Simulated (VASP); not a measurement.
# Mg (Pm-3n) in VASP: single point with revPBE

Aim: the single point of Mg with revPBE.

Everything below comes from runs of VASP 6.6.1. Logs are shortened: lines on timing, memory, paths and dates and some standing lists are left out, and cuts for length are marked.

**1. The cell of the first run**

The structure is cubic, space group Pm-3n (No. 223). Conventional cell: a = 5.777 Å, b = 5.777 Å, c = 5.777 Å, α = 90.00°, β = 90.00°, γ = 90.00°. Within 4.2 Å of Mg (site symmetry m-3) lie 12 Mg at 3.23 Å. Mg (site symmetry -4m2) has 14 Mg at 2.89 to 3.54 Å within 3.8 Å.

**2. Single point, revPBE**

Contents of INCAR:

```
SYSTEM = Mg
  PREC = Accurate
  ENCUT = 520
  EDIFF = 1E-6
  ISMEAR = -1
  SIGMA = 0.1
  LREAL = .False.
  LASPH = .True.
  NELM = 100
  ALGO = Normal
  ISIF = 2
  LWAVE = .False.
  LCHARG = .True.
  GGA = RE
  LELF = .True.
  LVHAR = .True.
  NBANDS = 18
```

Contents of KPOINTS:

```
regular mesh
0
Gamma
  6 6 6
  0 0 0
```

Contents of POSCAR:

```
Mg
1.0
    5.7770935843      0.0000000000      0.0000000000
    0.0000000000      5.7770935843      0.0000000000
    0.0000000000      0.0000000000      5.7770935843
Mg
8
Direct
    1.0000000000      0.0000000000      0.0000000000
    0.5000000000      0.5000000000      0.5000000000
    0.2500000000      1.0000000000      0.5000000000
    0.7500000000      1.0000000000      0.5000000000
    0.5000000000      0.2500000000      1.0000000000
    0.5000000000      0.7500000000      0.0000000000
    0.0000000000      0.5000000000      0.2500000000
    0.0000000000      0.5000000000      0.7500000000
```

Potentials or basis: VASP PAW PBE potentials, release 64 (Mg).

On the command line:

```bash
cat potpaw_PBE.64/Mg/POTCAR > POTCAR
mpirun -np 1 vasp_std > vasp.out
```

OUTCAR:

```text
SYSTEM = Mg
   PREC = Accurate
   ENCUT = 520
   EDIFF = 1E-6
   ISMEAR = -1
   LREAL = .False.
   LASPH = .True.
   NELM = 100
   ISIF = 2
   GGA = RE

 ion  position               nearest neighbor table
   1  0.000  0.000  0.000-   3 3.23   4 3.23   5 3.23   6 3.23   7 3.23   8 3.23   3 3.23   4 3.23
                             7 3.23   8 3.23   5 3.23   6 3.23
   2  0.500  0.500  0.500-   3 3.23   4 3.23   5 3.23   6 3.23   7 3.23   8 3.23   5 3.23   6 3.23
                             3 3.23   4 3.23   7 3.23   8 3.23
   3  0.250  0.000  0.500-   4 2.89   4 2.89   1 3.23   1 3.23   2 3.23   2 3.23   5 3.54   6 3.54
                             6 3.54   5 3.54   8 3.54   7 3.54   8 3.54   7 3.54
   4  0.750  0.000  0.500-   3 2.89   3 2.89   1 3.23   1 3.23   2 3.23   2 3.23   5 3.54   6 3.54
                             6 3.54   5 3.54   8 3.54   7 3.54   8 3.54   7 3.54
   5  0.500  0.250  0.000-   6 2.89   6 2.89   1 3.23   2 3.23   2 3.23   1 3.23   3 3.54   4 3.54
                             3 3.54   4 3.54   8 3.54   7 3.54   7 3.54   8 3.54
   6  0.500  0.750  0.000-   5 2.89   5 2.89   1 3.23   2 3.23   2 3.23   1 3.23   3 3.54   4 3.54
                             3 3.54   4 3.54   8 3.54   7 3.54   7 3.54   8 3.54
   7  0.000  0.500  0.250-   8 2.89   8 2.89   1 3.23   2 3.23   1 3.23   2 3.23   3 3.54   4 3.54
                             5 3.54   3 3.54   4 3.54   6 3.54   5 3.54   6 3.54
   8  0.000  0.500  0.750-   7 2.89   7 2.89   1 3.23   2 3.23   1 3.23   2 3.23   3 3.54   4 3.54
                             5 3.54   3 3.54   4 3.54   6 3.54   5 3.54   6 3.54

  LATTYP: Found a simple cubic cell.
 ALAT       =     5.7770935843

  Lattice vectors:

 A1 = (   5.7770935843,   0.0000000000,   0.0000000000)
 A2 = (   0.0000000000,   5.7770935843,   0.0000000000)
 A3 = (   0.0000000000,   0.0000000000,   5.7770935843)

Analysis of symmetry for initial positions (statically):
=====================================================================
 Subroutine PRICEL returns:
 Original cell was already a primitive cell.

 Routine SETGRP: Setting up the symmetry group for a
 simple cubic supercell.

 Subroutine GETGRP returns: Found 48 space group operations
 (whereof 24 operations were pure point group operations)
 out of a pool of 48 trial point group operations.

The static configuration has the point symmetry T_h .
 The point group associated with its full space group is O_h .

Analysis of symmetry for dynamics (positions and initial velocities):
=====================================================================
 Subroutine PRICEL returns:
 Original cell was already a primitive cell.

 Routine SETGRP: Setting up the symmetry group for a
 simple cubic supercell.

 Subroutine GETGRP returns: Found 48 space group operations
 (whereof 24 operations were pure point group operations)
 out of a pool of 48 trial point group operations.

The dynamic configuration has the point symmetry T_h .
 The point group associated with its full space group is O_h .

 Subroutine INISYM returns: Found 48 space group operations
 (whereof 24 operations are pure point group operations),
 and found     1 'primitive' translations

----------------------------------------------------------------------------------------

                                     Primitive cell

  volume of cell :     192.8094

  direct lattice vectors                    reciprocal lattice vectors
     5.777093584  0.000000000  0.000000000     0.173097421  0.000000000  0.000000000
     0.000000000  5.777093584  0.000000000     0.000000000  0.173097421  0.000000000
     0.000000000  0.000000000  5.777093584     0.000000000  0.000000000  0.173097421

  length of vectors
     5.777093584  5.777093584  5.777093584     0.173097421  0.173097421  0.173097421

  position of ions in fractional coordinates (direct lattice)
     0.000000000  0.000000000  0.000000000
     0.500000000  0.500000000  0.500000000
     0.250000000  0.000000000  0.500000000
     0.750000000  0.000000000  0.500000000
     0.500000000  0.250000000  0.000000000
     0.500000000  0.750000000  0.000000000
     0.000000000  0.500000000  0.250000000
     0.000000000  0.500000000  0.750000000

  ion indices of the primitive-cell ions
   primitive index   ion index
                 1           1
                 2           2
                 3           3
                 4           4
                 5           5
                 6           6
                 7           7
                 8           8

----------------------------------------------------------------------------------------

 KPOINTS: regular mesh

Automatic generation of k-mesh.
 Grid dimensions read from file:
 generate k-points for:    6    6    6

 Generating k-lattice:

  Cartesian coordinates                     Fractional coordinates (reciprocal lattice)
     0.028849570  0.000000000  0.000000000     0.166666667  0.000000000  0.000000000
     0.000000000  0.028849570  0.000000000     0.000000000  0.166666667  0.000000000
     0.000000000  0.000000000  0.028849570     0.000000000  0.000000000  0.166666667

  Length of vectors
     0.028849570  0.028849570  0.028849570

  Shift w.r.t. Gamma in fractional coordinates (k-lattice)
     0.000000000  0.000000000  0.000000000

 Subroutine IBZKPT returns following result:
 ===========================================

 Found     20 irreducible k-points:

 Following reciprocal coordinates:
            Coordinates               Weight
  0.000000  0.000000  0.000000      1.000000
  0.166667  0.000000  0.000000      6.000000
  0.333333  0.000000  0.000000      6.000000
  0.500000  0.000000  0.000000      3.000000
  0.166667  0.166667  0.000000     12.000000
  0.333333  0.166667  0.000000     24.000000
[... 12 lines left out ...]
  0.500000  0.500000  0.333333      6.000000
  0.500000  0.500000  0.500000      1.000000
   k-points           NKPTS =     20   k-points in BZ     NKDIM =     20   number of bands    NBANDS=     18
   number of dos      NEDOS =    301   number of ions     NIONS =      8
   total plane-waves  NPLWV = 110592
   dimension x,y,z NGX =    48 NGY =   48 NGZ =   48
   dimension x,y,z NGXF=    96 NGYF=   96 NGZF=   96
   ions per type =               8
   NGX,Y,Z   is equivalent  to a cutoff of  13.81, 13.81, 13.81 a.u.
   NGXF,Y,Z  is equivalent  to a cutoff of  27.63, 27.63, 27.63 a.u.
 SYSTEM =  Mg
   PREC   = accura    normal or accurate (medium, high low for compatibility)
   ISTART =      0    job   : 0-new  1-cont  2-samecut
   ICHARG =      2    charge: 1-file 2-atom 10-const
   ISPIN  =      1    spin polarized calculation?
   LNONCOLLINEAR =      F non collinear calculations
   LSORBIT =      F    spin-orbit coupling
   LASPH  =      T    aspherical Exc in radial PAW
   ENCUT  =  520.0 eV  38.22 Ry    6.18 a.u.  10.74 10.74 10.74*2*pi/ulx,y,z
   NELM   =    100;   NELMIN=  2; NELMDL= -5     # of ELM steps
   EDIFF  = 0.1E-05   stopping-criterion for ELM
   LREAL  =      F    real-space projection
   EDIFFG = 0.1E-04   stopping-criterion for IOM
   NSW    =      0    number of steps for IOM
   IBRION =     -1    ionic relax: 0-MD 1-quasi-New 2-CG
   NFREE  =      0    steps in history (QN), initial steepest desc. (CG)
   ISIF   =      2    stress and relaxation
   ISYM   =      2    0-nonsym 1-usesym 2-fastsym
   POTIM  = 0.5000    time-step for ionic-motion
   TEBEG  =    0.0;   TEEND  =   0.0 temperature during run
   PSTRESS=    0.0 pullay stress
   NELECT =      16.0000    total number of electrons
   NUPDOWN=      -1.0000    fix difference up-down
   EMIN   =  10.00;   EMAX   =-10.00  energy-range for DOS
   EFERMI =   0.00;   METHOD = LEGACY
   ISMEAR =    -1;   SIGMA  =   0.10  broadening in eV -4-tet -1-fermi 0-gaus
   EFERMI_NEDOS =   21; number of points for ismear=-14 and -15
   IALGO  =     38    algorithm
   IMIX   =      4    mixing-type and parameters
     AMIX     =   0.40;   BMIX     =  1.00
     AMIX_MAG =   1.60;   BMIX_MAG =  1.00
  volume/ion in A,a.u.               =      24.10       162.64
  Fermi-wavevector in a.u.,A,eV,Ry     =   0.714067  1.349390  6.937491  0.509891
  Thomas-Fermi vector in A             =   1.801869
   LORBIT       =      0    0 simple, 1 ext, 2 COOP (PROOUT), +10 PAW based schemes
   GGA     = RE    functional components
   LHFCALC =     F    Hartree Fock is set to
   AEXX    =    0.0000 exact exchange contribution
   IVDW    =     0    specifies the selected vdW correction
   LEPSILON=     F    determine dielectric tensor
   LRPA    =     F    only Hartree local field effects (RPA)
 non-spin polarized calculation
  energy-cutoff  :      520.00
  volume of cell :      192.81
 maximum number of plane-waves:      5232
 NGX is ok and might be reduce to    48
   NGX = 21   NGY = 21   NGZ = 21

 number of electron      16.0000000 magnetization

 Free energy of the ion-electron system (eV)
  ---------------------------------------------------
  ext. energy  EPLUGINS =         0.00000000
  ---------------------------------------------------
  free energy    TOTEN  =       -10.57593169 eV

  energy without entropy =      -10.45310639  energy(sigma->0) =      -10.51451904

 E-fermi :   2.3749     XC(G=0):  -8.2575

 val. band max:        2.3664725471   @ k =   0.3333   0.3333   0.0000
 cond. band min:       2.4074116189   @ k =   0.3333   0.3333   0.1667
 fundamental gap:      0.0409390718
 Fermi energy:         2.3748698700

 k-point     1 :       0.0000    0.0000    0.0000
  band No.  band energies     occupation
      1      -4.2535      2.00000
      2       0.0920      2.00000
      3       0.0920      2.00000
      4       0.1001      2.00000
      5       0.2255      2.00000
      6       0.2255      2.00000
[... 10 lines left out ...]
     17       5.0371      0.00000
     18       5.0371      0.00000
[... 379 lines left out ...]
 k-point    20 :       0.5000    0.5000    0.5000
  band No.  band energies     occupation
      1      -0.9266      2.00000
      2      -0.9266      2.00000
      3      -0.9266      2.00000
      4      -0.9266      2.00000
      5      -0.9266      2.00000
      6      -0.9266      2.00000
[... 10 lines left out ...]
     17       7.0540      0.00000
     18       7.0540      0.00000

------------------------ aborting loop because EDIFF is reached ----------------------------------------

  FORCE on cell =-STRESS in cart. coord.  units (eV):
  Direction    XX          YY          ZZ          XY          YZ          ZX
  --------------------------------------------------------------------------------------
  -------------------------------------------------------------------------------------
  Total       -0.1708354     -0.1708354     -0.1708354     -0.0000000      0.0000000      0.0000000
  in kB       -1.4195808     -1.4195808     -1.4195808     -0.0000000      0.0000000      0.0000000
  external PRESSURE =      -1.4195808 kB  Pullay stress =       0.0000000 kB

 VOLUME and BASIS-vectors are now :
 -----------------------------------------------------------------------------
  energy-cutoff  :      520.00
  volume of cell :      192.81
      direct lattice vectors                 reciprocal lattice vectors
     5.777093584  0.000000000  0.000000000     0.173097421  0.000000000  0.000000000
     0.000000000  5.777093584  0.000000000     0.000000000  0.173097421  0.000000000
     0.000000000  0.000000000  5.777093584     0.000000000  0.000000000  0.173097421

 POSITION                                       TOTAL-FORCE (eV/Angst)
 -----------------------------------------------------------------------------------
      0.00000      0.00000      0.00000        -0.000000     -0.000000     -0.000000
      2.88855      2.88855      2.88855        -0.000000     -0.000000     -0.000000
      1.44427      0.00000      2.88855        -0.000000      0.000000      0.000000
      4.33282      0.00000      2.88855         0.000000      0.000000     -0.000000
      2.88855      1.44427      0.00000        -0.000000     -0.000000      0.000000
      2.88855      4.33282      0.00000        -0.000000      0.000000      0.000000
      0.00000      2.88855      1.44427        -0.000000     -0.000000     -0.000000
      0.00000      2.88855      4.33282         0.000000      0.000000     -0.000000
 -----------------------------------------------------------------------------------
    total drift:                               -0.000000      0.000000      0.000000

  FREE ENERGIE OF THE ION-ELECTRON SYSTEM (eV)
  ---------------------------------------------------
  free  energy   TOTEN  =       -10.5759316902 eV

  energy  without entropy=      -10.4531063925  energy(sigma->0) =      -10.51451904
```

It took 87 s on 1 thread of AMD EPYC 7R43 (Zen 3), shared host; peak memory 0.3 GiB.

What came out:

- Free energy: -10.5759 eV
- Pressure: -0.1 GPa
- Band gap on the k mesh: zero (band 8 reaches 3.90 eV, above the bottom of band 9 at 1.40 eV)

Levels at points of the mesh, in eV from the Fermi level:
```csv
k point,band 5,band 6,band 7,band 8,band 9,band 10,band 11,band 12
"(0.00, 0.00, 0.00)",-2.15,-2.15,-2.15,1.52,1.52,1.59,1.59,1.59
"(0.50, 0.00, 0.00)",-1.20,-1.20,-1.05,-1.05,-0.98,-0.98,2.58,2.58
"(0.50, 0.50, 0.00)",-0.59,-0.24,-0.24,-0.11,-0.06,0.11,0.11,0.57
"(0.50, 0.50, 0.50)",-3.30,-3.30,-3.28,-3.28,4.66,4.66,4.66,4.66
```

Caveat: the PAW data sets were made with another functional, which shifts forces and pressure a little.
